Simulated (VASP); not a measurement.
# TlCl (Pm-3m) in VASP: notebook, part 2 of 2

VASP 6.6.1. Earlier steps stand in the parts before.

## Step 5: Single point, r2SCAN (volume changed by -3%)

The input, POSCAR:

```
TlCl
1.0
    3.8000469639      0.0000000000      0.0000000000
    0.0000000000      3.8000469639      0.0000000000
    0.0000000000      0.0000000000      3.8000469639
Tl Cl
1 1
Direct
    0.0000000000      0.0000000000      0.0000000000
    0.5000000000      0.5000000000      0.5000000000
```

The input, INCAR.step1:

```
SYSTEM = TlCl
PREC = Accurate
ENCUT = 550
ISMEAR = 0
SIGMA = 0.01
LREAL = .FALSE.
LASPH = .TRUE.
NELM = 120
NBANDS = 17
GGA = PE
ALGO = Normal
EDIFF = 1E-5
LWAVE = .TRUE.
LCHARG = .FALSE.
GGA_COMPAT = .FALSE.
```

The input, INCAR.step2:

```
SYSTEM = TlCl
PREC = Accurate
ENCUT = 550
EDIFF = 1E-6
ISMEAR = 0
SIGMA = 0.01
LREAL = .FALSE.
LASPH = .TRUE.
NELM = 120
ALGO = Normal
ISIF = 2
LWAVE = .FALSE.
LCHARG = .FALSE.
METAGGA = R2SCAN
LMIXTAU = .TRUE.
NBANDS = 17
ISTART = 1
GGA_COMPAT = .FALSE.
```

The input, KPOINTS:

```
Automatic mesh
0
G
  6 6 6
  0 0 0
```

Potentials or basis: VASP PAW PBE potentials, release 64 (Tl_d, Cl).

Run with:

```bash
$ cat potpaw_PBE.64/Tl_d/POTCAR potpaw_PBE.64/Cl/POTCAR > POTCAR
$ cp INCAR.step1 INCAR
$ mpirun -np 1 vasp_std > vasp.out
$ cp INCAR.step2 INCAR
$ mpirun -np 1 vasp_std > vasp.out
```

OUTCAR:

```text
SYSTEM = TlCl
   PREC = Accurate
   ENCUT = 550
   EDIFF = 1E-6
   ISMEAR = 0
   LREAL = .FALSE.
   LASPH = .TRUE.
   NELM = 120
   ISIF = 2
   METAGGA = R2SCAN
   ISTART = 1

 ion  position               nearest neighbor table
   1  0.000  0.000  0.000-   2 3.29   2 3.29   2 3.29   2 3.29   2 3.29   2 3.29   2 3.29   2 3.29

   2  0.500  0.500  0.500-   1 3.29   1 3.29   1 3.29   1 3.29   1 3.29   1 3.29   1 3.29   1 3.29

  LATTYP: Found a simple cubic cell.
 ALAT       =     3.8000469639

  Lattice vectors:

 A1 = (   3.8000469639,   0.0000000000,   0.0000000000)
 A2 = (   0.0000000000,   3.8000469639,   0.0000000000)
 A3 = (   0.0000000000,   0.0000000000,   3.8000469639)

Analysis of symmetry for initial positions (statically):
=====================================================================
 Subroutine PRICEL returns:
 Original cell was already a primitive cell.

 Routine SETGRP: Setting up the symmetry group for a
 simple cubic supercell.

 Subroutine GETGRP returns: Found 48 space group operations
 (whereof 48 operations were pure point group operations)
 out of a pool of 48 trial point group operations.
[... 155 lines left out ...]
  free energy    TOTEN  =       -61.54466111 eV

  energy without entropy =      -61.54466111  energy(sigma->0) =      -61.54466111

 E-fermi :   2.8353     XC(G=0):  -9.7658

 val. band max:        2.7371364702   @ k =   0.5000   0.0000   0.0000
 cond. band min:       5.1765958803   @ k =   0.5000   0.0000   0.0000
 fundamental gap:      2.4394594101
 Fermi energy:         2.8352583818

 k-point     1 :       0.0000    0.0000    0.0000
  band No.  band energies     occupation
      1     -11.8551      2.00000
      2      -7.6098      2.00000
      3      -7.6098      2.00000
      4      -7.3397      2.00000
      5      -7.3397      2.00000
      6      -7.3397      2.00000
[... 377 lines left out ...]
      4      -7.5397      2.00000
      5      -7.2674      2.00000
      6      -7.2674      2.00000
[... 9 lines left out ...]
     16      16.6279      0.00000
     17      20.5561      0.00000

------------------------ aborting loop because EDIFF is reached ----------------------------------------

  FORCE on cell =-STRESS in cart. coord.  units (eV):
  Direction    XX          YY          ZZ          XY          YZ          ZX
  --------------------------------------------------------------------------------------
  -------------------------------------------------------------------------------------
  Total        0.2960851      0.2960851      0.2960851      0.0000000      0.0000000      0.0000000
  in kB        8.6449059      8.6449059      8.6449059      0.0000000      0.0000000      0.0000000
  external PRESSURE =       8.6449059 kB  Pullay stress =       0.0000000 kB

 VOLUME and BASIS-vectors are now :
 -----------------------------------------------------------------------------
  energy-cutoff  :      550.00
  volume of cell :       54.87
      direct lattice vectors                 reciprocal lattice vectors
     3.800046964  0.000000000  0.000000000     0.263154642  0.000000000  0.000000000
     0.000000000  3.800046964  0.000000000     0.000000000  0.263154642  0.000000000
     0.000000000  0.000000000  3.800046964     0.000000000  0.000000000  0.263154642

 POSITION                                       TOTAL-FORCE (eV/Angst)
 -----------------------------------------------------------------------------------
      0.00000      0.00000      0.00000         0.000000      0.000000      0.000000
      1.90002      1.90002      1.90002         0.000000      0.000000      0.000000
 -----------------------------------------------------------------------------------
    total drift:                                0.000000     -0.000000     -0.000000

  FREE ENERGIE OF THE ION-ELECTRON SYSTEM (eV)
  ---------------------------------------------------
  free  energy   TOTEN  =       -61.5446611078 eV

  energy  without entropy=      -61.5446611078  energy(sigma->0) =      -61.54466111
```

OUTCAR.step1:

```text
SYSTEM = TlCl
   PREC = Accurate
   ENCUT = 550
   ISMEAR = 0
   LREAL = .FALSE.
   LASPH = .TRUE.
[... 616 lines left out ...]
      0.00000      0.00000      0.00000         0.000000      0.000000      0.000000
      1.90002      1.90002      1.90002         0.000000      0.000000      0.000000
 -----------------------------------------------------------------------------------
    total drift:                                0.000000     -0.000000     -0.000000

  FREE ENERGIE OF THE ION-ELECTRON SYSTEM (eV)
  ---------------------------------------------------
  free  energy   TOTEN  =        -5.9884272886 eV

  energy  without entropy=       -5.9884272886  energy(sigma->0) =       -5.98842729
```

OSZICAR.step1:

```text
N       E                     dE             d eps       ncg     rms          rms(c)
DAV:   1     0.101781740230E+03    0.10178E+03   -0.10170E+04   696   0.108E+03
DAV:   2    -0.241895961423E+01   -0.10420E+03   -0.99891E+02   852   0.237E+02
DAV:   3    -0.634563380618E+01   -0.39267E+01   -0.39159E+01   776   0.401E+01
DAV:   4    -0.637576135772E+01   -0.30128E-01   -0.30124E-01   883   0.407E+00
DAV:   5    -0.637614921243E+01   -0.38785E-03   -0.38785E-03   817   0.437E-01    0.338E+00
DAV:   6    -0.601450060544E+01    0.36165E+00   -0.63608E-01   735   0.421E+00    0.216E+00
DAV:   7    -0.598949094578E+01    0.25010E-01   -0.12318E-01   750   0.167E+00    0.131E+00
DAV:   8    -0.598880687326E+01    0.68407E-03   -0.20334E-02   767   0.953E-01    0.289E-01
DAV:   9    -0.598826997816E+01    0.53690E-03   -0.16760E-03   811   0.218E-01    0.120E-01
DAV:  10    -0.598843779415E+01   -0.16782E-03   -0.55805E-04   720   0.119E-01    0.517E-02
DAV:  11    -0.598842716006E+01    0.10634E-04   -0.39805E-05   820   0.397E-02    0.139E-02
DAV:  12    -0.598842728862E+01   -0.12856E-06   -0.26866E-06   397   0.108E-02
   1 F= -.59884273E+01 E0= -.59884273E+01  d E =-.131414E-50
```

Wall time 2.5 min (1 thread of Intel Xeon 8259CL, shared host); peak memory 0.18 GiB.

What came out:

```
Free energy            : -61.5447 eV
Pressure               : 0.9 GPa
Band gap on the k mesh : 2.44 eV, direct
```

Caveat: the cell differs from its parent crystal (volume changed by -3%); the PAW data sets were made with another functional, which shifts forces and pressure a little; spin-orbit coupling is left out, which moves the levels of the heavy elements.

## Step 6: Single point, r2SCAN

This run uses another cell than the first one, of 28.29 Å³/atom, 0.926 times its volume.

The input, POSCAR:

```
TlCl
1.0
    3.8388256317      0.0000000000      0.0000000000
    0.0000000000      3.8388256317      0.0000000000
    0.0000000000      0.0000000000      3.8388256317
Tl Cl
1 1
Direct
    0.0000000000      0.0000000000      0.0000000000
    0.5000000000      0.5000000000      0.5000000000
```

The input, INCAR.step1:

```
SYSTEM = TlCl
PREC = Accurate ; ENCUT = 550
ISMEAR = 0 ; SIGMA = 0.01
LREAL = .False. ; LASPH = .True.
NELM = 120 ; NBANDS = 17
GGA = PE ; ALGO = Normal
EDIFF = 1E-5 ; LWAVE = .True.
LCHARG = .False. ; GGA_COMPAT = .False.
```

The input, INCAR.step2:

```
SYSTEM = TlCl
PREC = Accurate ; ENCUT = 550
EDIFF = 1E-6 ; ISMEAR = 0
SIGMA = 0.01 ; LREAL = .False.
LASPH = .True. ; NELM = 120
ALGO = Normal ; ISIF = 2
LWAVE = .False. ; LCHARG = .False.
METAGGA = R2SCAN ; LMIXTAU = .True.
NBANDS = 17 ; ISTART = 1
GGA_COMPAT = .False.
```

The input, KPOINTS:

```
regular mesh
0
Gamma
  6 6 6
  0 0 0
```

Potentials or basis: VASP PAW PBE potentials, release 64 (Tl_d, Cl).

Run with:

```bash
$ cat potpaw_PBE.64/Tl_d/POTCAR potpaw_PBE.64/Cl/POTCAR > POTCAR
$ cp INCAR.step1 INCAR
$ mpirun -np 1 vasp_std > vasp.out
$ cp INCAR.step2 INCAR
$ mpirun -np 1 vasp_std > vasp.out
```

OUTCAR:

```text
SYSTEM = TlCl
   PREC = Accurate
   ENCUT = 550
   EDIFF = 1E-6
   ISMEAR = 0
   LREAL = .False.
   LASPH = .True.
   NELM = 120
   ISIF = 2
   METAGGA = R2SCAN
   ISTART = 1

 ion  position               nearest neighbor table
   1  0.000  0.000  0.000-   2 3.32   2 3.32   2 3.32   2 3.32   2 3.32   2 3.32   2 3.32   2 3.32

   2  0.500  0.500  0.500-   1 3.32   1 3.32   1 3.32   1 3.32   1 3.32   1 3.32   1 3.32   1 3.32

  LATTYP: Found a simple cubic cell.
 ALAT       =     3.8388256317

  Lattice vectors:

 A1 = (   3.8388256317,   0.0000000000,   0.0000000000)
 A2 = (   0.0000000000,   3.8388256317,   0.0000000000)
 A3 = (   0.0000000000,   0.0000000000,   3.8388256317)

Analysis of symmetry for initial positions (statically):
=====================================================================
 Subroutine PRICEL returns:
 Original cell was already a primitive cell.

 Routine SETGRP: Setting up the symmetry group for a
 simple cubic supercell.

 Subroutine GETGRP returns: Found 48 space group operations
 (whereof 48 operations were pure point group operations)
 out of a pool of 48 trial point group operations.

The static configuration has the point symmetry O_h .

Analysis of symmetry for dynamics (positions and initial velocities):
=====================================================================
 Subroutine PRICEL returns:
 Original cell was already a primitive cell.

 Routine SETGRP: Setting up the symmetry group for a
 simple cubic supercell.

 Subroutine GETGRP returns: Found 48 space group operations
 (whereof 48 operations were pure point group operations)
 out of a pool of 48 trial point group operations.

The dynamic configuration has the point symmetry O_h .

 Subroutine INISYM returns: Found 48 space group operations
 (whereof 48 operations are pure point group operations),
 and found     1 'primitive' translations

[... 105 lines left out ...]
   EFERMI_NEDOS =   21; number of points for ismear=-14 and -15
   IALGO  =     38    algorithm
   IMIX   =      4    mixing-type and parameters
     AMIX     =   0.40;   BMIX     =  1.00
     AMIX_MAG =   1.60;   BMIX_MAG =  1.00
  volume/ion in A,a.u.               =      28.29       190.88
  Fermi-wavevector in a.u.,A,eV,Ry     =   1.157586  2.187520 18.231867  1.340004
  Thomas-Fermi vector in A             =   2.294196
   LORBIT       =      0    0 simple, 1 ext, 2 COOP (PROOUT), +10 PAW based schemes
   METAGGA = R2SCAN    functional components
   LHFCALC =     F    Hartree Fock is set to
   AEXX    =    0.0000 exact exchange contribution
   IVDW    =     0    specifies the selected vdW correction
   LEPSILON=     F    determine dielectric tensor
   LRPA    =     F    only Hartree local field effects (RPA)
 non-spin polarized calculation
 Gauss-broadening in eV      SIGMA  =   0.01
  energy-cutoff  :      550.00
  volume of cell :       56.57
 maximum number of plane-waves:      1675
 NGX is ok and might be reduce to    30
   NGX = 15   NGY = 15   NGZ = 15

 number of electron      20.0000005 magnetization

 Free energy of the ion-electron system (eV)
  ---------------------------------------------------
  ext. energy  EPLUGINS =         0.00000000
  ---------------------------------------------------
  free energy    TOTEN  =       -61.54947590 eV

  energy without entropy =      -61.54947590  energy(sigma->0) =      -61.54947590

 E-fermi :   2.4571     XC(G=0):  -9.6093

 val. band max:        2.3786789553   @ k =   0.5000   0.0000   0.0000
 cond. band min:       4.8944811398   @ k =   0.5000   0.0000   0.0000
 fundamental gap:      2.5158021846
 Fermi energy:         2.4570730521

 k-point     1 :       0.0000    0.0000    0.0000
  band No.  band energies     occupation
      1     -12.0094      2.00000
      2      -7.8918      2.00000
      3      -7.8918      2.00000
      4      -7.6436      2.00000
      5      -7.6436      2.00000
      6      -7.6436      2.00000
[... 377 lines left out ...]
      4      -7.8212      2.00000
      5      -7.5795      2.00000
      6      -7.5795      2.00000
[... 9 lines left out ...]
     16      16.0920      0.00000
     17      20.1682      0.00000

------------------------ aborting loop because EDIFF is reached ----------------------------------------

  FORCE on cell =-STRESS in cart. coord.  units (eV):
  Direction    XX          YY          ZZ          XY          YZ          ZX
  --------------------------------------------------------------------------------------
  -------------------------------------------------------------------------------------
  Total       -0.0210086     -0.0210086     -0.0210086      0.0000000      0.0000000      0.0000000
  in kB       -0.5949934     -0.5949934     -0.5949934      0.0000000      0.0000000      0.0000000
  external PRESSURE =      -0.5949934 kB  Pullay stress =       0.0000000 kB

 VOLUME and BASIS-vectors are now :
 -----------------------------------------------------------------------------
  energy-cutoff  :      550.00
  volume of cell :       56.57
      direct lattice vectors                 reciprocal lattice vectors
     3.838825632  0.000000000  0.000000000     0.260496333  0.000000000  0.000000000
     0.000000000  3.838825632  0.000000000     0.000000000  0.260496333  0.000000000
     0.000000000  0.000000000  3.838825632     0.000000000  0.000000000  0.260496333

 POSITION                                       TOTAL-FORCE (eV/Angst)
 -----------------------------------------------------------------------------------
      0.00000      0.00000      0.00000         0.000000      0.000000      0.000000
      1.91941      1.91941      1.91941         0.000000      0.000000      0.000000
 -----------------------------------------------------------------------------------
    total drift:                                0.000000      0.000000     -0.000000

  FREE ENERGIE OF THE ION-ELECTRON SYSTEM (eV)
  ---------------------------------------------------
  free  energy   TOTEN  =       -61.5494759049 eV

  energy  without entropy=      -61.5494759049  energy(sigma->0) =      -61.54947590
```

OSZICAR.step1:

```text
N       E                     dE             d eps       ncg     rms          rms(c)
DAV:   1     0.105176239539E+03    0.10518E+03   -0.10340E+04   688   0.109E+03
DAV:   2    -0.205743230642E+01   -0.10723E+03   -0.10336E+03   853   0.238E+02
DAV:   3    -0.638265122341E+01   -0.43252E+01   -0.43081E+01   788   0.420E+01
DAV:   4    -0.641721944751E+01   -0.34568E-01   -0.34563E-01   873   0.429E+00
DAV:   5    -0.641768089276E+01   -0.46145E-03   -0.46144E-03   841   0.475E-01    0.321E+00
DAV:   6    -0.603428495189E+01    0.38340E+00   -0.66847E-01   741   0.425E+00    0.206E+00
DAV:   7    -0.600699290539E+01    0.27292E-01   -0.13169E-01   777   0.168E+00    0.128E+00
DAV:   8    -0.600611851543E+01    0.87439E-03   -0.22247E-02   727   0.983E-01    0.300E-01
DAV:   9    -0.600551382933E+01    0.60469E-03   -0.18836E-03   822   0.223E-01    0.132E-01
DAV:  10    -0.600570798965E+01   -0.19416E-03   -0.68838E-04   707   0.128E-01    0.634E-02
DAV:  11    -0.600569318942E+01    0.14800E-04   -0.49006E-05   798   0.421E-02    0.169E-02
DAV:  12    -0.600569315543E+01    0.33991E-07   -0.36572E-06   408   0.118E-02
   1 F= -.60056932E+01 E0= -.60056932E+01  d E =-.367267E-33
```

Run time: 2.5 min. Hardware: 1 thread of Intel Xeon 8259CL, shared host; peak memory 0.18 GiB.

What came out:

- Free energy: -61.5495 eV
- Pressure: -0.1 GPa
- Band gap on the k mesh: 2.52 eV, direct

Caveat: the PAW data sets were made with another functional, which shifts forces and pressure a little; spin-orbit coupling is left out, which moves the levels of the heavy elements. A k mesh can miss the band edges.

## Step 7: Overview

| level | cell | cutoff (eV) | gap on the mesh (eV) | pressure (GPa) |
| --- | --- | --- | --- | --- |
| PBE | a = 3.938 Å, 2 atoms | 500 | 2.27 | -0.7 |
| PBE | a = 3.976 Å, 2 atoms | 500 | 2.33 | -1.2 |
| r2SCAN | a = 3.760 Å, 2 atoms | 550 | 2.36 | 2.0 |
| r2SCAN | a = 3.800 Å, 2 atoms | 550 | 2.44 | 0.9 |
| r2SCAN | a = 3.839 Å, 2 atoms | 550 | 2.52 | -0.1 |

Alike in all rows: task single point; potentials or basis VASP PAW PBE potentials, release 64 (Tl_d, Cl); no spin polarisation; k mesh 6 × 6 × 6; smearing gaussian 0.01 eV.

Caveats: spin-orbit coupling is left out, which moves the levels of the heavy elements; the PAW data sets were made with another functional, which shifts forces and pressure a little (some runs).

Absolute energies hang on the potentials; compare differences alone.
